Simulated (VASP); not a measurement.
# BN (Pnma) in VASP: dielectric tensor with LDA

Aim: the dielectric tensor of BN with LDA.

Program: VASP 6.6.1. These are calculated values, not measurements. Logs are shortened: lines on timing, memory, paths and dates and some standing lists are left out, and cuts for length are marked.

**1. The cell of the first run**

It takes space group Pnma (No. 62, orthorhombic). The conventional cell has a = 4.880 Å, b = 2.591 Å, c = 4.292 Å, α = 90.00°, β = 90.00°, γ = 90.00°. B (site symmetry m) has 4 N at 1.51 to 1.65 Å within 2.0 Å. Within 2.0 Å of N (site symmetry m) lie 4 B at 1.51 to 1.65 Å.

**2. Dielectric tensor, LDA**

INCAR reads:

```
PREC = Accurate
ENCUT = 520
EDIFF = 1E-8
ISMEAR = 0
SIGMA = 0.01
LREAL = False
LASPH = True
NELM = 100
ALGO = Normal
ISIF = 2
LWAVE = False
LCHARG = False
LEPSILON = True
LUSENCCL = False
```

KPOINTS reads:

```
regular mesh
0
Gamma
  4 8 6
```

POSCAR reads:

```
BN
1.0
    4.8800890000      0.0000000000      0.0000000000
    0.0000000000      2.5914640000      0.0000000000
    0.0000000000      0.0000000000      4.2920490000
B N
4 4
Direct
    0.6595870000      0.7500000000      0.0929040000
    0.8404130000      0.2500000000      0.5929040000
    0.1595870000      0.7500000000      0.4070960000
    0.3404130000      0.2500000000      0.9070960000
    0.8211300000      0.7500000000      0.3935140000
    0.1788700000      0.2500000000      0.6064860000
    0.6788700000      0.2500000000      0.8935140000
    0.3211300000      0.7500000000      0.1064860000
```

Potentials or basis: VASP PAW LDA potentials, release 64 (B, N).

Run with:

```bash
cat potpaw_LDA.64/B/POTCAR potpaw_LDA.64/N/POTCAR > POTCAR
mpirun -np 1 vasp_std > vasp.out
```

OUTCAR:

```text
PREC = Accurate
   ENCUT = 520
   EDIFF = 1E-8
   ISMEAR = 0
   LREAL = False
   LASPH = True
   NELM = 100
   ISIF = 2
   LEPSILON = True

 ion  position               nearest neighbor table
   1  0.660  0.750  0.093-   5 1.51   7 1.56   7 1.56   8 1.65
   2  0.840  0.250  0.593-   7 1.51   5 1.56   5 1.56   6 1.65
   3  0.160  0.750  0.407-   8 1.51   6 1.56   6 1.56   5 1.65
   4  0.340  0.250  0.907-   6 1.51   8 1.56   8 1.56   7 1.65
   5  0.821  0.750  0.394-   1 1.51   2 1.56   2 1.56   3 1.65
   6  0.179  0.250  0.606-   4 1.51   3 1.56   3 1.56   2 1.65
   7  0.679  0.250  0.894-   2 1.51   1 1.56   1 1.56   4 1.65
   8  0.321  0.750  0.106-   3 1.51   4 1.56   4 1.56   1 1.65

  LATTYP: Found a simple orthorhombic cell.
 ALAT       =     2.5914640000
 B/A-ratio  =     1.6562255929
 C/A-ratio  =     1.8831398005

  Lattice vectors:

 A1 = (   0.0000000000,   2.5914640000,   0.0000000000)
 A2 = (   0.0000000000,   0.0000000000,   4.2920490000)
 A3 = (   4.8800890000,   0.0000000000,   0.0000000000)

Analysis of symmetry for initial positions (statically):
=====================================================================
 Subroutine PRICEL returns:
 Original cell was already a primitive cell.

 Routine SETGRP: Setting up the symmetry group for a
 simple orthorhombic supercell.

 Subroutine GETGRP returns: Found  8 space group operations
 (whereof  2 operations were pure point group operations)
 out of a pool of  8 trial point group operations.

The static configuration has the point symmetry S_2 .
 The point group associated with its full space group is D_2h.

Analysis of symmetry for dynamics (positions and initial velocities):
=====================================================================
 Subroutine PRICEL returns:
 Original cell was already a primitive cell.

 Routine SETGRP: Setting up the symmetry group for a
 simple orthorhombic supercell.

 Subroutine GETGRP returns: Found  8 space group operations
 (whereof  2 operations were pure point group operations)
 out of a pool of  8 trial point group operations.

The dynamic configuration has the point symmetry S_2 .
 The point group associated with its full space group is D_2h.

 Subroutine INISYM returns: Found  8 space group operations
 (whereof  2 operations are pure point group operations),
 and found     1 'primitive' translations

----------------------------------------------------------------------------------------

                                     Primitive cell

  volume of cell :      54.2797

  direct lattice vectors                    reciprocal lattice vectors
     4.880089000  0.000000000  0.000000000     0.204914296  0.000000000  0.000000000
     0.000000000  2.591464000  0.000000000     0.000000000  0.385882266  0.000000000
     0.000000000  0.000000000  4.292049000     0.000000000  0.000000000  0.232988952

  length of vectors
     4.880089000  2.591464000  4.292049000     0.204914296  0.385882266  0.232988952

  position of ions in fractional coordinates (direct lattice)
     0.659587000  0.750000000  0.092904000
     0.840413000  0.250000000  0.592904000
     0.159587000  0.750000000  0.407096000
     0.340413000  0.250000000  0.907096000
     0.821130000  0.750000000  0.393514000
     0.178870000  0.250000000  0.606486000
     0.678870000  0.250000000  0.893514000
     0.321130000  0.750000000  0.106486000

  ion indices of the primitive-cell ions
   primitive index   ion index
                 1           1
                 2           2
                 3           3
                 4           4
                 5           5
                 6           6
                 7           7
                 8           8

----------------------------------------------------------------------------------------

 KPOINTS: regular mesh

[... 117 lines left out ...]
  band No.  band energies     occupation
      1     -13.8889      2.00000
      2     -11.3022      2.00000
      3     -10.2575      2.00000
      4      -8.4954      2.00000
      5      -3.1961      2.00000
      6      -2.5713      2.00000
[... 565 lines left out ...]
     20      14.7032      0.00000
     21      15.7316      0.00000

 [... further k-points ...]

  FORCE on cell =-STRESS in cart. coord.  units (eV):
  Direction    XX          YY          ZZ          XY          YZ          ZX
  --------------------------------------------------------------------------------------
  -------------------------------------------------------------------------------------
  Total       -3.4583683     -3.9364666     -3.7614471      0.0000000      0.0000000      0.0000000
  in kB     -102.0808401   -116.1928901   -111.0268320      0.0000000      0.0000000      0.0000000
  external PRESSURE =    -109.7668541 kB  Pullay stress =       0.0000000 kB

 VOLUME and BASIS-vectors are now :
 -----------------------------------------------------------------------------
  energy-cutoff  :      520.00
  volume of cell :       54.28
      direct lattice vectors                 reciprocal lattice vectors
     4.880089000  0.000000000  0.000000000     0.204914296  0.000000000  0.000000000
     0.000000000  2.591464000  0.000000000     0.000000000  0.385882266  0.000000000
     0.000000000  0.000000000  4.292049000     0.000000000  0.000000000  0.232988952

 POSITION                                       TOTAL-FORCE (eV/Angst)
 -----------------------------------------------------------------------------------
      3.21884      1.94360      0.39875         0.013616      0.000000     -0.005681
      4.10129      0.64787      2.54477        -0.013616      0.000000     -0.005681
      0.77880      1.94360      1.74728         0.013616     -0.000000      0.005681
      1.66125      0.64787      3.89330        -0.013616     -0.000000      0.005681
      4.00719      1.94360      1.68898         0.105615     -0.000000     -0.009054
      0.87290      0.64787      2.60307        -0.105615      0.000000      0.009054
      3.31295      0.64787      3.83501        -0.105615     -0.000000     -0.009054
      1.56714      1.94360      0.45704         0.105615     -0.000000      0.009054
 -----------------------------------------------------------------------------------
    total drift:                                0.000000      0.000000     -0.000000

  FREE ENERGIE OF THE ION-ELECTRON SYSTEM (eV)
  ---------------------------------------------------
  free  energy   TOTEN  =       -75.6906396885 eV

  energy  without entropy=      -75.6906396885  energy(sigma->0) =      -75.69063969

 HEAD OF MICROSCOPIC STATIC DIELECTRIC TENSOR (INDEPENDENT PARTICLE, excluding Hartree and local field effects)
 ------------------------------------------------------
           4.825943     0.000000     0.000000
           0.000000     4.463994     0.000000
           0.000000     0.000000     4.364099
 ------------------------------------------------------

 Free energy of the ion-electron system (eV)
  ---------------------------------------------------
  ---------------------------------------------------
  free energy    TOTEN  =        -0.56133245 eV

  energy without entropy =       -0.56133245

------------------------ aborting loop because EDIFF is reached ----------------------------------------

--------------------------------------- Ionic step        2  -------------------------------------------

------------------------ aborting loop because EDIFF is reached ----------------------------------------

--------------------------------------- Ionic step        3  -------------------------------------------

 Free energy of the ion-electron system (eV)
  ---------------------------------------------------
  ---------------------------------------------------
  free energy    TOTEN  =        -0.50053959 eV

  energy without entropy =       -0.50053959

------------------------ aborting loop because EDIFF is reached ----------------------------------------

 PIEZOELECTRIC TENSOR FIELD DIRECTION 3  (e Angst)
 -----------------------------------------------------------------------------
     0.00014 -0.00000 -0.00000           (  0.00001 -0.00000 -0.00000)
    -0.00000  0.00003 -0.00000           ( -0.00000  0.00000 -0.00000)
    -0.00000 -0.00000  0.00096           ( -0.00000 -0.00000  0.00001)

 PIEZOELECTRIC TENSOR FIELD DIRECTION 3  (C/m^2)
 -----------------------------------------------------------------------------
     0.00004 -0.00000 -0.00000
    -0.00000  0.00001 -0.00000
    -0.00000 -0.00000  0.00028

 MACROSCOPIC STATIC DIELECTRIC TENSOR (including local field effects in DFT)
 ------------------------------------------------------
           4.502597     0.000000     0.000000
           0.000000     4.307232    -0.000000
           0.000000    -0.000000     4.163955
 ------------------------------------------------------

 PIEZOELECTRIC TENSOR (including local field effects)  for field in x, y, z        (e  Angst)
          XX          YY          ZZ          XY          YZ          ZX
  --------------------------------------------------------------------------------
  x     0.00000     0.00000     0.00000     0.00000     0.00000     0.00000
  y     0.00000     0.00000     0.00000     0.00000     0.00000     0.00000
  z     0.00000     0.00000     0.00000     0.00000     0.00000     0.00000

 PIEZOELECTRIC TENSOR (including local field effects)  for field in x, y, z        (C/m^2)
          XX          YY          ZZ          XY          YZ          ZX
  --------------------------------------------------------------------------------
  x     0.00000     0.00000     0.00000     0.00000     0.00000     0.00000
  y     0.00000     0.00000     0.00000     0.00000     0.00000     0.00000
  z     0.00000     0.00000     0.00000     0.00000     0.00000     0.00000

 BORN EFFECTIVE CHARGES (including local field effects) (in |e|, cummulative output)
 ---------------------------------------------------------------------------------
 ion    1
    1     2.05798     0.00000     0.62638
    2     0.00000     1.95668     0.00000
    3     0.40076     0.00000     1.86483
 ion    2
    1     2.05798     0.00000    -0.62638
    2     0.00000     1.95668     0.00000
    3    -0.40076     0.00000     1.86483
 ion    3
    1     2.05798     0.00000    -0.62638
    2     0.00000     1.95668     0.00000
    3    -0.40076     0.00000     1.86483
 ion    4
    1     2.05798     0.00000     0.62638
    2     0.00000     1.95668     0.00000
    3     0.40076     0.00000     1.86483
 ion    5
    1    -2.05798     0.00000    -0.36941
    2     0.00000    -1.95668     0.00000
    3    -0.36384     0.00000    -1.86483
 ion    6
    1    -2.05798     0.00000    -0.36941
    2     0.00000    -1.95668     0.00000
    3    -0.36384     0.00000    -1.86483
 ion    7
    1    -2.05798     0.00000     0.36941
    2     0.00000    -1.95668     0.00000
    3     0.36384     0.00000    -1.86483
 ion    8
    1    -2.05798     0.00000     0.36941
    2     0.00000    -1.95668     0.00000
    3     0.36384     0.00000    -1.86483
```

Run time: 11 min. Hardware: 1 × NVIDIA H100 80GB with 1 thread of Intel Xeon Platinum 8481C at 2.70GHz (Sapphire Rapids), shared host; peak memory 1.4 GiB.

Results:

* Band gap on the k mesh: 5.62 eV (least direct gap 6.06 eV)
* Electronic dielectric tensor (diagonal): 4.50, 4.31, 4.16
* Born charges (mean of the diagonal): B +1.96; N -1.96 e

Levels at points of the mesh, in eV from the valence-band top:
```csv
k point,band 13,band 14,band 15,band 16,band 17,band 18,band 19,band 20
"(0.00, 0.00, 0.00)",-0.96,-0.32,-0.19,0.00,6.46,7.10,8.00,8.10
"(0.50, 0.00, 0.00)",-1.17,-1.17,-0.74,-0.74,5.87,5.87,8.20,8.20
"(0.00, 0.50, 0.00)",-4.24,-4.24,-2.15,-2.15,6.09,6.09,8.33,8.33
"(0.50, 0.50, 0.00)",-2.77,-2.77,-2.77,-2.77,7.16,7.16,7.16,7.16
"(0.00, 0.00, 0.50)",-1.46,-1.46,-1.37,-1.37,6.11,6.11,8.45,8.45
"(0.50, 0.00, 0.50)",-1.50,-1.50,-1.26,-1.26,5.63,5.63,8.53,8.53
"(0.00, 0.50, 0.50)",-2.43,-2.43,-0.75,-0.75,8.08,8.08,8.09,8.09
"(0.50, 0.50, 0.50)",-2.67,-2.67,-2.67,-2.67,8.11,8.11,8.11,8.11
```

Electronic dielectric tensor:
```
4.50 0.00 0.00
0.00 4.31 0.00
0.00 0.00 4.16
```

Born effective charge tensors (e):
atom 1, B
```
2.06 0.00 0.63
0.00 1.96 0.00
0.40 0.00 1.86
```
atom 2, B
```
 2.06  0.00 -0.63
 0.00  1.96  0.00
-0.40  0.00  1.86
```
atom 3, B
```
 2.06  0.00 -0.63
 0.00  1.96  0.00
-0.40  0.00  1.86
```
atom 4, B
```
2.06 0.00 0.63
0.00 1.96 0.00
0.40 0.00 1.86
```
atom 5, N
```
-2.06  0.00 -0.37
 0.00 -1.96  0.00
-0.36  0.00 -1.86
```
atom 6, N
```
-2.06  0.00 -0.37
 0.00 -1.96  0.00
-0.36  0.00 -1.86
```
atom 7, N
```
-2.06  0.00  0.37
 0.00 -1.96  0.00
 0.36  0.00 -1.86
```
atom 8, N
```
-2.06  0.00  0.37
 0.00 -1.96  0.00
 0.36  0.00 -1.86
```

A k mesh can miss the band edges.
